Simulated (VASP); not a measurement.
Set up this calculation in VASP 6.6.1, as the native input.

```
Task                   : single point
Functional             : PBE
Potentials or basis    : VASP PAW PBE potentials, release 64 (Cd, Se)
Cutoff                 : 500 eV
k mesh                 : 8 × 8 × 4
Occupations            : gaussian, width 0.1 eV
Spin                   : no spin polarisation
Dipole correction      : no
Further INCAR settings : ALGO = Normal; EDIFF = 1e-06; NBANDS = 35
```

The structure of Cd4Se lies in POSCAR:

```
Cd4Se
1.0
    4.1397618631      0.0000000000      0.0000000000
    0.0000000000      4.1397618631      0.0000000000
    0.0000000000      0.0000000000      7.7336585306
Cd Se
4 1
Direct
    0.5000000000      0.0000000000      0.7829769644
    0.0000000000      0.5000000000      0.2170230356
    0.0000000000      0.0000000000      0.5000000000
    0.5000000000      0.5000000000      0.5000000000
    0.0000000000      0.0000000000      0.0000000000
```

These files were run (other wordings do the same):

INCAR

```
SYSTEM = Cd4Se
PREC = Accurate
ENCUT = 500
EDIFF = 1E-6
ISMEAR = 0
SIGMA = 0.1
LREAL = .False.
LASPH = .True.
NELM = 120
ALGO = Normal
ISIF = 2
LWAVE = .False.
LCHARG = .True.
GGA = PE
LELF = .True.
LVHAR = .True.
NBANDS = 35
GGA_COMPAT = .False.
```

KPOINTS

```
Automatic mesh
0
Gamma
  8 8 4
  0 0 0
```

Potentials or basis: VASP PAW PBE potentials, release 64 (Cd, Se).

The run is started by

```bash
$ cat potpaw_PBE.64/Cd/POTCAR potpaw_PBE.64/Se/POTCAR > POTCAR
$ mpirun -np 1 vasp_std > vasp.out
```

Results of the run:

- Pressure: 2.8 GPa
- Largest force: 0.006 eV/Å
- Band gap on the k mesh: zero (bands 27 and 28 overlap by 3.23 eV)

It took 3.7 min on 1 thread of AMD EPYC 7R13 (shared host), peak memory 0.28 GiB.
